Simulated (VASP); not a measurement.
# YbMn2Sb2 (P-3m1) in VASP: single point with PBE+U

Aim: the single point of YbMn2Sb2 with PBE+U.

All numbers are computed with VASP 6.6.1; they aren't measurements. Logs are shortened: lines on timing, memory, paths and dates and some standing lists are left out, and cuts for length are marked.

**1. The cell of the first run**

The structure is trigonal, space group P-3m1 (No. 164). Conventional cell: a = 4.488 Å, b = 4.488 Å, c = 7.466 Å, α = 90.00°, β = 90.00°, γ = 120.00°. Yb (site symmetry -3m) has 6 Sb at 3.23 Å and 6 Mn at 3.88 Å within 4.2 Å. Mn (site symmetry 3m) has 4 Sb at 2.66 to 2.76 Å and 3 Mn at 3.10 Å within 3.5 Å. Within 3.5 Å of Sb (site symmetry 3m) lie 4 Mn at 2.66 to 2.76 Å and 3 Yb at 3.23 Å.

**2. Single point, PBE+U, collinear spin, antiferromagnetic start (26.04 Å³/atom)**

INCAR

```
PREC     = Accurate       # precision mode
ENCUT    = 520            # plane-wave cutoff, eV
EDIFF    = 1E-7           # SCF threshold, eV
ISMEAR   = 0              # smearing method
SIGMA    = 0.05           # smearing width, eV
LREAL    = False          # projectors in reciprocal space
LASPH    = True           # aspherical terms in the spheres
NELM     = 150            # most SCF steps
ALGO     = Normal         # electronic algorithm
ISIF     = 2              # what is computed and relaxed
LWAVE    = False          # write WAVECAR
LCHARG   = True           # write CHGCAR
ISPIN    = 2              # spin polarisation
MAGMOM   = 0 4.23 -4.23 0 0 # initial moments
LORBIT   = 11             # projections on sites
LMAXMIX  = 6              # l up to which the mixer works
LDAU     = True           # DFT+U
LDAUTYPE = 2            
LDAUL    = 3 -1 -1        # shell
LDAUU    = 6 0 0          # U, eV
LDAUJ    = 0 0 0        
LDAUPRINT= 1            
GGA      = PE             # functional
LVHAR    = True         
NBANDS   = 42             # bands
KPAR     = 4
```

KPOINTS

```
regular mesh
0
Gamma
  10 10 6
```

POSCAR

```
YbMn2Sb2
1.0
    4.4876563089      0.0000000000      0.0000000000
   -2.2438281544      3.8864243670      0.0000000000
    0.0000000000      0.0000000000      7.4659427765
Yb Mn Sb
1 2 2
Direct
    0.0000000000      0.0000000000     -0.0000000251
    0.3333333333      0.6666666667      0.6138584487
    0.6666666667      0.3333333333      0.3861415445
    0.3333333333      0.6666666667      0.2572938837
    0.6666666667      0.3333333333      0.7427061482
```

Potentials or basis: VASP PAW PBE potentials, release 64 (Yb, Mn_pv, Sb).

Launch:

```bash
$ cat potpaw_PBE.64/Yb/POTCAR potpaw_PBE.64/Mn_pv/POTCAR potpaw_PBE.64/Sb/POTCAR > POTCAR
$ mpirun -np 4 vasp_std > vasp.out
```

OUTCAR:

```text
PREC = Accurate
   ENCUT = 520
   EDIFF = 1E-7
   ISMEAR = 0
   LREAL = False
   LASPH = True
   NELM = 150
   ISIF = 2
   ISPIN = 2
   LORBIT = 11
   GGA = PE

 ion  position               nearest neighbor table
   1  0.000  0.000  1.000-   5 3.23   5 3.23   5 3.23   4 3.23   4 3.23   4 3.23
   2  0.333  0.667  0.614-   4 2.66   5 2.76   5 2.76   5 2.76   3 3.10   3 3.10   3 3.10
   3  0.667  0.333  0.386-   5 2.66   4 2.76   4 2.76   4 2.76   2 3.10   2 3.10   2 3.10
   4  0.333  0.667  0.257-   2 2.66   3 2.76   3 2.76   3 2.76   1 3.23   1 3.23   1 3.23
   5  0.667  0.333  0.743-   3 2.66   2 2.76   2 2.76   2 2.76   1 3.23   1 3.23   1 3.23

  LATTYP: Found a hexagonal cell.
 ALAT       =     4.4876563089
 C/A-ratio  =     1.6636618900

  Lattice vectors:

 A1 = (   4.4876563089,   0.0000000000,   0.0000000000)
 A2 = (  -2.2438281544,   3.8864243670,   0.0000000000)
 A3 = (   0.0000000000,   0.0000000000,   7.4659427765)

Analysis of symmetry for initial positions (statically):
=====================================================================
 Subroutine PRICEL returns:
 Original cell was already a primitive cell.

 Routine SETGRP: Setting up the symmetry group for a
 hexagonal supercell.

 Subroutine GETGRP returns: Found 12 space group operations
 (whereof 12 operations were pure point group operations)
 out of a pool of 24 trial point group operations.

The static configuration has the point symmetry D_3d.

Analysis of symmetry for dynamics (positions and initial velocities):
=====================================================================
 Subroutine PRICEL returns:
 Original cell was already a primitive cell.

 Routine SETGRP: Setting up the symmetry group for a
 hexagonal supercell.

 Subroutine GETGRP returns: Found 12 space group operations
 (whereof 12 operations were pure point group operations)
 out of a pool of 24 trial point group operations.

The dynamic configuration has the point symmetry D_3d.

Analysis of structural, dynamic, and magnetic symmetry:
=====================================================================
 Subroutine PRICEL returns:
 Original cell was already a primitive cell.

 Routine SETGRP: Setting up the symmetry group for a
 hexagonal supercell.

 Subroutine GETGRP returns: Found 12 space group operations
 (whereof 12 operations were pure point group operations)
 out of a pool of 24 trial point group operations.

The overall configuration has the point symmetry D_3d.

 Subroutine INISYM returns: Found 12 space group operations
 (whereof 12 operations are pure point group operations),
 and found     1 'primitive' translations

[... 144 lines left out ...]

atom =   1  type =  1  l = 3

 onsite density matrix

spin component  1

  0.9879  0.0000  0.0000 -0.0008 -0.0000 -0.0000 -0.0000
  0.0000  0.9866  0.0000 -0.0000 -0.0001 -0.0000 -0.0000
  0.0000  0.0000  0.9881 -0.0000  0.0000 -0.0001  0.0000
 -0.0008 -0.0000 -0.0000  0.9891  0.0000  0.0000 -0.0000
 -0.0000 -0.0001  0.0000  0.0000  0.9881 -0.0000  0.0000
 -0.0000 -0.0000 -0.0001  0.0000 -0.0000  0.9866 -0.0000
 -0.0000 -0.0000  0.0000 -0.0000  0.0000 -0.0000  0.9892

spin component  2

  0.9879  0.0000  0.0000 -0.0008 -0.0000 -0.0000 -0.0000
  0.0000  0.9866  0.0000 -0.0000 -0.0001 -0.0000 -0.0000
  0.0000  0.0000  0.9881 -0.0000  0.0000 -0.0001  0.0000
 -0.0008 -0.0000 -0.0000  0.9891  0.0000  0.0000 -0.0000
 -0.0000 -0.0001  0.0000  0.0000  0.9881 -0.0000  0.0000
 -0.0000 -0.0000 -0.0001  0.0000 -0.0000  0.9866 -0.0000
 -0.0000 -0.0000  0.0000 -0.0000  0.0000 -0.0000  0.9892

 occupancies and eigenvectors

  o =  0.9866  v =  0.0000  0.8989 -0.0287  0.0000  0.0595 -0.4330 -0.0000  0.0000  0.0000  0.0000  0.0000  0.0000  0.0000  0.0000      0.0000  0.0000  0.0000  0.0000  0.0000  0.0000  0.0000  0.0000  0.0000  0.0000  0.0000  0.0000  0.0000  0.0000
  o =  0.9866  v =  0.0000  0.0000  0.0000  0.0000  0.0000  0.0000  0.0000  0.0000  0.8989 -0.0287  0.0000  0.0595 -0.4330 -0.0000      0.0000  0.0000  0.0000  0.0000  0.0000  0.0000  0.0000  0.0000  0.0000  0.0000  0.0000  0.0000  0.0000  0.0000
  o =  0.9866  v = -0.0000  0.4330  0.0595 -0.0000  0.0287  0.8989 -0.0000  0.0000  0.0000  0.0000  0.0000  0.0000  0.0000  0.0000      0.0000  0.0000  0.0000  0.0000  0.0000  0.0000  0.0000  0.0000  0.0000  0.0000  0.0000  0.0000  0.0000  0.0000
  o =  0.9866  v =  0.0000  0.0000  0.0000  0.0000  0.0000  0.0000  0.0000 -0.0000  0.4330  0.0595 -0.0000  0.0287  0.8989 -0.0000      0.0000  0.0000  0.0000  0.0000  0.0000  0.0000  0.0000  0.0000  0.0000  0.0000  0.0000  0.0000  0.0000  0.0000
  o =  0.9875  v =  0.0000  0.0000  0.0000  0.0000  0.0000  0.0000  0.0000 -0.8996  0.0000  0.0000 -0.4367 -0.0000 -0.0000 -0.0000      0.0000  0.0000  0.0000  0.0000  0.0000  0.0000  0.0000  0.0000  0.0000  0.0000  0.0000  0.0000  0.0000  0.0000
  o =  0.9875  v = -0.8996  0.0000  0.0000 -0.4367 -0.0000 -0.0000 -0.0000  0.0000  0.0000  0.0000  0.0000  0.0000  0.0000  0.0000      0.0000  0.0000  0.0000  0.0000  0.0000  0.0000  0.0000  0.0000  0.0000  0.0000  0.0000  0.0000  0.0000  0.0000
  o =  0.9881  v =  0.0000  0.0000  0.0000  0.0000  0.0000  0.0000  0.0000  0.0000  0.0594  0.4372  0.0000 -0.8969 -0.0290  0.0000      0.0000  0.0000  0.0000  0.0000  0.0000  0.0000  0.0000  0.0000  0.0000  0.0000  0.0000  0.0000  0.0000  0.0000
  o =  0.9881  v =  0.0000  0.0594  0.4372  0.0000 -0.8969 -0.0290  0.0000  0.0000  0.0000  0.0000  0.0000  0.0000  0.0000  0.0000      0.0000  0.0000  0.0000  0.0000  0.0000  0.0000  0.0000  0.0000  0.0000  0.0000  0.0000  0.0000  0.0000  0.0000
  o =  0.9881  v = -0.0000  0.0290 -0.8969 -0.0000 -0.4372  0.0594  0.0000  0.0000  0.0000  0.0000  0.0000  0.0000  0.0000  0.0000      0.0000  0.0000  0.0000  0.0000  0.0000  0.0000  0.0000  0.0000  0.0000  0.0000  0.0000  0.0000  0.0000  0.0000
  o =  0.9881  v =  0.0000  0.0000  0.0000  0.0000  0.0000  0.0000  0.0000 -0.0000  0.0290 -0.8969 -0.0000 -0.4372  0.0594  0.0000      0.0000  0.0000  0.0000  0.0000  0.0000  0.0000  0.0000  0.0000  0.0000  0.0000  0.0000  0.0000  0.0000  0.0000
  o =  0.9892  v = -0.0000 -0.0000  0.0000  0.0000  0.0000 -0.0000  1.0000  0.0000  0.0000  0.0000  0.0000  0.0000  0.0000  0.0000      0.0000  0.0000  0.0000  0.0000  0.0000  0.0000  0.0000  0.0000  0.0000  0.0000  0.0000  0.0000  0.0000  0.0000
  o =  0.9892  v =  0.0000  0.0000  0.0000  0.0000  0.0000  0.0000  0.0000 -0.0000 -0.0000  0.0000  0.0000  0.0000 -0.0000  1.0000      0.0000  0.0000  0.0000  0.0000  0.0000  0.0000  0.0000  0.0000  0.0000  0.0000  0.0000  0.0000  0.0000  0.0000
  o =  0.9895  v = -0.4367 -0.0000 -0.0000  0.8996  0.0000  0.0000 -0.0000  0.0000  0.0000  0.0000  0.0000  0.0000  0.0000  0.0000      0.0000  0.0000  0.0000  0.0000  0.0000  0.0000  0.0000  0.0000  0.0000  0.0000  0.0000  0.0000  0.0000  0.0000
  o =  0.9895  v =  0.0000  0.0000  0.0000  0.0000  0.0000  0.0000  0.0000 -0.4367 -0.0000 -0.0000  0.8996  0.0000  0.0000 -0.0000      0.0000  0.0000  0.0000  0.0000  0.0000  0.0000  0.0000  0.0000  0.0000  0.0000  0.0000  0.0000  0.0000  0.0000

 number of electron      59.9999996 magnetization      -0.0000000

 Free energy of the ion-electron system (eV)
  ---------------------------------------------------
  ext. energy  EPLUGINS =         0.00000000
  ---------------------------------------------------
  free energy    TOTEN  =       -30.47003809 eV

  energy without entropy =      -30.46935518  energy(sigma->0) =      -30.46969664

 E-fermi :   5.2655     XC(G=0):  -9.8436

 val. band max:        5.2491730315   @ k =   0.0000   0.0000   0.1667
 cond. band min:       5.2829468302   @ k =   0.4000  -0.0000   0.0000
 fundamental gap:      0.0337737987
 Fermi energy:         5.2655297639

 spin component 1

 k-point     1 :       0.0000    0.0000    0.0000
  band No.  band energies     occupation
      1     -45.2603      1.00000
      2     -45.1943      1.00000
      3     -45.1943      1.00000
      4     -45.0171      1.00000
      5     -41.1092      1.00000
      6     -41.0790      1.00000
[... 2153 lines left out ...]
     41      10.0908      0.00000
     42      10.2663      0.00000

 [... further k-points ...]

------------------------ aborting loop because EDIFF is reached ----------------------------------------

  FORCE on cell =-STRESS in cart. coord.  units (eV):
  Direction    XX          YY          ZZ          XY          YZ          ZX
  --------------------------------------------------------------------------------------
  -------------------------------------------------------------------------------------
  Total        0.1886010      0.1886010      0.1920048      0.0000000      0.0000000      0.0000000
  in kB        2.3205990      2.3205990      2.3624800      0.0000000      0.0000000      0.0000000
  external PRESSURE =       2.3345594 kB  Pullay stress =       0.0000000 kB

 VOLUME and BASIS-vectors are now :
 -----------------------------------------------------------------------------
  energy-cutoff  :      520.00
  volume of cell :      130.21
      direct lattice vectors                 reciprocal lattice vectors
     4.487656309  0.000000000  0.000000000     0.222833464  0.128652960  0.000000000
    -2.243828154  3.886424367  0.000000000     0.000000000  0.257305921  0.000000000
     0.000000000  0.000000000  7.465942777     0.000000000  0.000000000  0.133941557

 POSITION                                       TOTAL-FORCE (eV/Angst)
 -----------------------------------------------------------------------------------
      0.00000      0.00000      7.46594         0.000000      0.000000      0.000000
     -0.00000      2.59095      4.58303         0.000000      0.000000     -0.004314
      2.24383      1.29547      2.88291        -0.000000      0.000000      0.004314
     -0.00000      2.59095      1.92094        -0.000000      0.000000     -0.005981
      2.24383      1.29547      5.54500         0.000000     -0.000000      0.005981
 -----------------------------------------------------------------------------------
    total drift:                                0.000000     -0.000000      0.000666

  FREE ENERGIE OF THE ION-ELECTRON SYSTEM (eV)
  ---------------------------------------------------
  free  energy   TOTEN  =       -30.4700380923 eV

  energy  without entropy=      -30.4693551785  energy(sigma->0) =      -30.46969664

 total charge

# of ion       s       p       d       f       tot
--------------------------------------------------
    1        2.100   6.034   0.262  13.821  22.217
    2        0.268   6.200   4.960   0.000  11.428
    3        0.268   6.200   4.960   0.000  11.428
    4        1.107   1.418   0.024   0.000   2.550
    5        1.107   1.418   0.024   0.000   2.550
--------------------------------------------------
tot          4.850  21.270  10.232  13.821  50.173

 magnetization (x)

# of ion       s       p       d       f       tot
--------------------------------------------------
    1        0.000   0.000   0.000   0.000   0.000
    2        0.048   0.051   3.758   0.000   3.857
    3       -0.048  -0.051  -3.758   0.000  -3.857
    4       -0.002   0.012  -0.005   0.000   0.006
    5        0.002  -0.012   0.005   0.000  -0.006
--------------------------------------------------
tot          0.000   0.000   0.000   0.000   0.000
```

It took 12 min on 4 MPI ranks of Intel Xeon Platinum 8488C (Sapphire Rapids), shared host; peak memory 0.77 GiB.

What came out:

```
Free energy                                           : -30.4700 eV
Pressure                                              : 0.2 GPa
Largest force                                         : 0.006 eV/Å
Band gap on the k mesh                                : zero (filled and empty bands overlap)
Net moment                                            : 0.00 μB per cell
Site moments                                          : Yb +0.00; Mn +3.86, -3.86; Sb +0.01, -0.01 μB
Valence electrons inside the program's atomic spheres : Yb 22.22; Mn 11.43; Sb 2.55
```

Forces in eV/Å, atoms in the order of the input:
```
Yb   0.000  0.000  0.000
Mn   0.000  0.000 -0.004
Mn   0.000  0.000  0.004
Sb   0.000  0.000 -0.006
Sb   0.000  0.000  0.006
```

Eigenvalues of the final occupation matrices:
```
    site  spin  trace                         eigenvalues
site 1 f     1   6.92  0.99 0.99 0.99 0.99 0.99 0.99 0.99
site 1 f     2   6.92  0.99 0.99 0.99 0.99 0.99 0.99 0.99
```

Caveat: the antiferromagnetic order is the one typed at the start, and another may lie lower; spin-orbit coupling is left out, which moves the levels of the heavy elements. The state reached can hang on the start; a lower one may exist.

The gap in the log of VASP goes by the Fermi energy; the results here count the filled bands.